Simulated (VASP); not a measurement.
# B2N (I4/mcm) in VASP: single point with PBE

Aim: the single point of B2N with PBE.

Program: VASP 6.6.1. These are calculated values, not measurements. Logs are shortened: lines on timing, memory, paths and dates and some standing lists are left out, and cuts for length are marked.

## (1) The cell of the first run

The structure is tetragonal, space group I4/mcm (No. 140). The conventional cell has a = 3.713 Å, b = 3.713 Å, c = 5.386 Å, α = 90.00°, β = 90.00°, γ = 90.00°. Within 2.4 Å of B (site symmetry m2m) lie 5 B at 1.83 to 1.94 Å and 4 N at 1.92 Å. Within 2.5 Å of N (site symmetry 422) lie 8 B at 1.92 Å.

## (2) Single point, PBE

The input, INCAR:

```
PREC = Accurate ; ENCUT = 600
EDIFF = 1E-6 ; ISMEAR = 0
SIGMA = 0.2 ; LREAL = F
LASPH = T ; NELM = 120
ALGO = Normal ; ISIF = 2
LWAVE = F ; LCHARG = F
GGA = PE ; NBANDS = 20
GGA_COMPAT = F
```

The input, KPOINTS:

```
Automatic mesh
0
Gamma
  5 5 5
```

The input, POSCAR:

```
B2N
1.0
   -1.8567100092      1.8567100092      2.6928144165
    1.8567100092     -1.8567100092      2.6928144165
    1.8567100092      1.8567100092     -2.6928144165
B N
4 2
Direct
    0.6742661044      0.1742661044      0.8485322088
    0.1742661044      0.3257338956      0.5000000000
    0.3257338956      0.8257338956      0.1514677912
    0.8257338956      0.6742661044      0.5000000000
    0.2500000000      0.2500000000      0.0000000000
    0.7500000000      0.7500000000      0.0000000000
```

Potentials or basis: VASP PAW PBE potentials, release 64 (B, N).

Launch:

```bash
cat potpaw_PBE.64/B/POTCAR potpaw_PBE.64/N/POTCAR > POTCAR
mpirun -np 1 vasp_std > vasp.out
```

OUTCAR:

```text
PREC = Accurate
   ENCUT = 600
   EDIFF = 1E-6
   ISMEAR = 0
   LREAL = F
   LASPH = T
   NELM = 120
   ISIF = 2
   GGA = PE

 ion  position               nearest neighbor table
   1  0.674  0.174  0.849-   3 1.83   6 1.92   5 1.92   6 1.92   5 1.92   4 1.94   2 1.94   4 1.94
                             2 1.94
   2  0.174  0.326  0.500-   4 1.83   6 1.92   5 1.92   5 1.92   6 1.92   3 1.94   1 1.94   1 1.94
                             3 1.94
   3  0.326  0.826  0.151-   1 1.83   5 1.92   6 1.92   5 1.92   6 1.92   2 1.94   4 1.94   2 1.94
                             4 1.94
   4  0.826  0.674  0.500-   2 1.83   5 1.92   6 1.92   6 1.92   5 1.92   1 1.94   3 1.94   3 1.94
                             1 1.94
   5  0.250  0.250  0.000-   1 1.92   3 1.92   2 1.92   4 1.92   2 1.92   4 1.92   3 1.92   1 1.92

   6  0.750  0.750  0.000-   1 1.92   3 1.92   2 1.92   4 1.92   4 1.92   2 1.92   1 1.92   3 1.92

  LATTYP: Found a body centered tetragonal cell.
 ALAT       =     3.7134200184
 C/A-ratio  =     1.4503150213

  Lattice vectors:

 A1 = (  -1.8567100092,   1.8567100092,   2.6928144165)
 A2 = (   1.8567100092,  -1.8567100092,   2.6928144165)
 A3 = (   1.8567100092,   1.8567100092,  -2.6928144165)

Analysis of symmetry for initial positions (statically):
=====================================================================
 Subroutine PRICEL returns:
 Original cell was already a primitive cell.

 Routine SETGRP: Setting up the symmetry group for a
 body centered tetragonal supercell.

 Subroutine GETGRP returns: Found 16 space group operations
 (whereof  8 operations were pure point group operations)
 out of a pool of 16 trial point group operations.

The static configuration has the point symmetry C_4h.
 The point group associated with its full space group is D_4h.

Analysis of symmetry for dynamics (positions and initial velocities):
=====================================================================
 Subroutine PRICEL returns:
 Original cell was already a primitive cell.

 Routine SETGRP: Setting up the symmetry group for a
 body centered tetragonal supercell.

 Subroutine GETGRP returns: Found 16 space group operations
 (whereof  8 operations were pure point group operations)
 out of a pool of 16 trial point group operations.

The dynamic configuration has the point symmetry C_4h.
 The point group associated with its full space group is D_4h.

 Subroutine INISYM returns: Found 16 space group operations
 (whereof  8 operations are pure point group operations),
 and found     1 'primitive' translations

----------------------------------------------------------------------------------------

                                     Primitive cell

  volume of cell :      37.1325

  direct lattice vectors                    reciprocal lattice vectors
    -1.856710009  1.856710009  2.692814417     0.000000000  0.269293534  0.185679339
     1.856710009 -1.856710009  2.692814417     0.269293534  0.000000000  0.185679339
     1.856710009  1.856710009 -2.692814417     0.269293534  0.269293534  0.000000000

  length of vectors
     3.761116004  3.761116004  3.761116004     0.327102162  0.327102162  0.380838568

  position of ions in fractional coordinates (direct lattice)
     0.674266104  0.174266104  0.848532209
     0.174266104  0.325733896  0.500000000
     0.325733896  0.825733896  0.151467791
     0.825733896  0.674266104  0.500000000
     0.250000000  0.250000000  0.000000000
     0.750000000  0.750000000  0.000000000

  ion indices of the primitive-cell ions
   primitive index   ion index
                 1           1
                 2           2
                 3           3
                 4           4
                 5           5
                 6           6

----------------------------------------------------------------------------------------

 KPOINTS: Automatic mesh

Automatic generation of k-mesh.
 Grid dimensions read from file:
 generate k-points for:    5    5    5

 Generating k-lattice:

  Cartesian coordinates                     Fractional coordinates (reciprocal lattice)
     0.000000000  0.053858707  0.037135868     0.200000000  0.000000000  0.000000000
     0.053858707  0.000000000  0.037135868     0.000000000  0.200000000  0.000000000
     0.053858707  0.053858707  0.000000000     0.000000000  0.000000000  0.200000000

  Length of vectors
     0.065420432  0.065420432  0.076167714

  Shift w.r.t. Gamma in fractional coordinates (k-lattice)
     0.000000000  0.000000000  0.000000000

 Subroutine IBZKPT returns following result:
 ===========================================

 Found     18 irreducible k-points:

 Following reciprocal coordinates:
            Coordinates               Weight
  0.000000  0.000000  0.000000      1.000000
  0.200000  0.000000 -0.000000      8.000000
  0.400000  0.000000  0.000000      8.000000
  0.200000  0.200000 -0.000000      8.000000
  0.400000  0.200000 -0.000000     16.000000
 -0.400000  0.200000  0.000000     16.000000
[... 10 lines left out ...]
 -0.400000  0.400000  0.400000      4.000000
 -0.400000 -0.400000  0.400000      2.000000
   k-points           NKPTS =     18   k-points in BZ     NKDIM =     18   number of bands    NBANDS=     20
   number of dos      NEDOS =    301   number of ions     NIONS =      6
   total plane-waves  NPLWV =  27000
   dimension x,y,z NGX =    30 NGY =   30 NGZ =   30
   dimension x,y,z NGXF=    60 NGYF=   60 NGZF=   60
   ions per type =               4   2
   NGX,Y,Z   is equivalent  to a cutoff of  13.26, 13.26, 13.26 a.u.
   NGXF,Y,Z  is equivalent  to a cutoff of  26.52, 26.52, 26.52 a.u.
 SYSTEM =  unknown system
   PREC   = accura    normal or accurate (medium, high low for compatibility)
   ISTART =      0    job   : 0-new  1-cont  2-samecut
   ICHARG =      2    charge: 1-file 2-atom 10-const
   ISPIN  =      1    spin polarized calculation?
   LNONCOLLINEAR =      F non collinear calculations
   LSORBIT =      F    spin-orbit coupling
   LASPH  =      T    aspherical Exc in radial PAW
   ENCUT  =  600.0 eV  44.10 Ry    6.64 a.u.   7.51  7.51  7.51*2*pi/ulx,y,z
   NELM   =    120;   NELMIN=  2; NELMDL= -5     # of ELM steps
   EDIFF  = 0.1E-05   stopping-criterion for ELM
   LREAL  =      F    real-space projection
   EDIFFG = 0.1E-04   stopping-criterion for IOM
   NSW    =      0    number of steps for IOM
   IBRION =     -1    ionic relax: 0-MD 1-quasi-New 2-CG
   NFREE  =      0    steps in history (QN), initial steepest desc. (CG)
   ISIF   =      2    stress and relaxation
   ISYM   =      2    0-nonsym 1-usesym 2-fastsym
   POTIM  = 0.5000    time-step for ionic-motion
   TEBEG  =    0.0;   TEEND  =   0.0 temperature during run
   PSTRESS=    0.0 pullay stress
   NELECT =      22.0000    total number of electrons
   NUPDOWN=      -1.0000    fix difference up-down
   EMIN   =  10.00;   EMAX   =-10.00  energy-range for DOS
   EFERMI =   0.00;   METHOD = LEGACY
   ISMEAR =     0;   SIGMA  =   0.20  broadening in eV -4-tet -1-fermi 0-gaus
   EFERMI_NEDOS =   21; number of points for ismear=-14 and -15
   IALGO  =     38    algorithm
   IMIX   =      4    mixing-type and parameters
     AMIX     =   0.40;   BMIX     =  1.00
     AMIX_MAG =   1.60;   BMIX_MAG =  1.00
  volume/ion in A,a.u.               =       6.19        41.76
  Fermi-wavevector in a.u.,A,eV,Ry     =   1.374984  2.598342 25.722903  1.890580
  Thomas-Fermi vector in A             =   2.500361
   LORBIT       =      0    0 simple, 1 ext, 2 COOP (PROOUT), +10 PAW based schemes
   GGA     = PE    functional components
   LHFCALC =     F    Hartree Fock is set to
   AEXX    =    0.0000 exact exchange contribution
   IVDW    =     0    specifies the selected vdW correction
   LEPSILON=     F    determine dielectric tensor
   LRPA    =     F    only Hartree local field effects (RPA)
 non-spin polarized calculation
 Gauss-broadening in eV      SIGMA  =   0.20
  energy-cutoff  :      600.00
  volume of cell :       37.13
 maximum number of plane-waves:      1259
 NGX is ok and might be reduce to    30
   NGX = 15   NGY = 15   NGZ = 15

 number of electron      21.9999999 magnetization

 Free energy of the ion-electron system (eV)
  ---------------------------------------------------
  ext. energy  EPLUGINS =         0.00000000
  ---------------------------------------------------
  free energy    TOTEN  =       -35.28461214 eV

  energy without entropy =      -35.27555384  energy(sigma->0) =      -35.28008299

 E-fermi :   9.8153     XC(G=0): -12.8758

 val. band max:        9.7387639769   @ k =  -0.4000  -0.4000   0.4000
 cond. band min:      10.0309807963   @ k =   0.2000   0.2000   0.2000
 fundamental gap:      0.2922168194
 Fermi energy:         9.8152971574

 k-point     1 :       0.0000    0.0000    0.0000
  band No.  band energies     occupation
      1     -11.6228      2.00000
      2      -4.6330      2.00000
      3      -1.3523      2.00000
      4       1.7301      2.00000
      5       1.8861      2.00000
      6       1.8861      2.00000
[... 12 lines left out ...]
     19      18.6527      0.00000
     20      20.6829      0.00000

 k-point     2 :       0.2000    0.0000   -0.0000
  band No.  band energies     occupation
      1     -11.1693      2.00000
      2      -5.6982      2.00000
      3      -1.2197      2.00000
      4       0.6758      2.00000
      5       0.9977      2.00000
      6       1.6143      2.00000
[... 12 lines left out ...]
     19      17.9485      0.00000
     20      19.8033      0.00000

 k-point     3 :       0.4000    0.0000    0.0000
  band No.  band energies     occupation
      1      -9.8504      2.00000
      2      -7.8460      2.00000
      3      -1.1157      2.00000
      4      -0.4662      2.00000
      5       0.3406      2.00000
      6       0.9094      2.00000
[... 12 lines left out ...]
     19      18.3117      0.00000
     20      18.9529      0.00000

 k-point     4 :       0.2000    0.2000   -0.0000
  band No.  band energies     occupation
      1     -10.4165      2.00000
      2      -6.8738      2.00000
      3      -1.4841      2.00000
      4      -0.7524      2.00000
      5       0.2837      2.00000
      6       0.9278      2.00000
[... 12 lines left out ...]
     19      18.2876      0.00000
     20      19.2280      0.00000

 k-point     5 :       0.4000    0.2000   -0.0000
  band No.  band energies     occupation
      1      -8.8674      2.00000
      2      -8.5118      2.00000
      3      -2.4263      2.00000
      4      -2.0387      2.00000
      5      -0.2334      2.00000
      6       1.4707      2.00000
[... 12 lines left out ...]
     19      18.3296      0.00000
     20      18.5166      0.00000
[... 215 lines left out ...]
      6       2.3621      2.00000
[... 12 lines left out ...]
     19      17.1145      0.00000
     20      18.5806      0.00000

 k-point    16 :      -0.2000   -0.2000    0.2000
  band No.  band energies     occupation
      1     -10.9928      2.00000
      2      -6.0330      2.00000
      3      -1.1231      2.00000
      4       0.3745      2.00000
      5       0.3745      2.00000
      6       1.1207      2.00000
[... 12 lines left out ...]
     19      16.6546      0.00000
     20      19.7636      0.00000

 k-point    17 :      -0.4000    0.4000    0.4000
  band No.  band energies     occupation
      1      -8.3594      2.00000
      2      -7.9320      2.00000
      3      -5.7251      2.00000
      4      -1.6569      2.00000
      5      -0.6388      2.00000
      6       2.2347      2.00000
[... 12 lines left out ...]
     19      15.9911      0.00000
     20      17.3868      0.00000

 k-point    18 :      -0.4000   -0.4000    0.4000
  band No.  band energies     occupation
      1      -9.2764      2.00000
      2      -7.2180      2.00000
      3      -5.0963      2.00000
      4      -0.7537      2.00000
      5      -0.7537      2.00000
      6       0.3647      2.00000
[... 12 lines left out ...]
     19      17.0909      0.00000
     20      17.0909      0.00000

------------------------ aborting loop because EDIFF is reached ----------------------------------------

  FORCE on cell =-STRESS in cart. coord.  units (eV):
  Direction    XX          YY          ZZ          XY          YZ          ZX
  --------------------------------------------------------------------------------------
  -------------------------------------------------------------------------------------
  Total       -0.0550742     -0.0550742     -0.0091789      0.0000000      0.0000000      0.0000000
  in kB       -2.3763140     -2.3763140     -0.3960480      0.0000000      0.0000000      0.0000000
  external PRESSURE =      -1.7162253 kB  Pullay stress =       0.0000000 kB

 VOLUME and BASIS-vectors are now :
 -----------------------------------------------------------------------------
  energy-cutoff  :      600.00
  volume of cell :       37.13
      direct lattice vectors                 reciprocal lattice vectors
    -1.856710009  1.856710009  2.692814417     0.000000000  0.269293534  0.185679339
     1.856710009 -1.856710009  2.692814417     0.269293534  0.000000000  0.185679339
     1.856710009  1.856710009 -2.692814417     0.269293534  0.269293534  0.000000000

 POSITION                                       TOTAL-FORCE (eV/Angst)
 -----------------------------------------------------------------------------------
      0.64712      2.50383     -0.00000        -0.006238     -0.006238      0.000000
      1.20959      0.64712      0.00000         0.006238     -0.006238      0.000000
      1.20959     -0.64712      2.69281         0.006238      0.006238     -0.000000
      0.64712      1.20959      2.69281        -0.006238      0.006238      0.000000
      0.00000      0.00000      1.34641        -0.000000      0.000000      0.000000
      0.00000      0.00000      4.03922        -0.000000      0.000000      0.000000
 -----------------------------------------------------------------------------------
    total drift:                                0.000000     -0.000000      0.000000

  FREE ENERGIE OF THE ION-ELECTRON SYSTEM (eV)
  ---------------------------------------------------
  free  energy   TOTEN  =       -35.2846121409 eV

  energy  without entropy=      -35.2755538442  energy(sigma->0) =      -35.28008299
```

Wall time 34 s (1 thread of Intel Xeon 8259CL, shared host); peak memory 0.16 GiB.

What came out:

* Free energy: -35.2846 eV
* Pressure: -0.2 GPa
* Largest force: 0.009 eV/Å
* Band gap on the k mesh: zero (band 11 reaches 10.26 eV, above the bottom of band 12 at 6.06 eV)

Forces on the atoms (eV/Å):
```
B   -0.006 -0.006  0.000
B    0.006 -0.006  0.000
B    0.006  0.006  0.000
B   -0.006  0.006  0.000
N    0.000  0.000  0.000
N    0.000  0.000  0.000
```

Levels at points of the mesh, in eV from the Fermi level:
```tsv
k point	band 7	band 8	band 9	band 10	band 11	band 12	band 13	band 14	band 15	band 16
(0.00, 0.00, 0.00)	-7.08	-6.45	-6.45	-5.87	-3.76	-3.76	0.26	3.12	3.18	7.17
```

Caveat: the k points lie up to 0.48 Å⁻¹ apart.
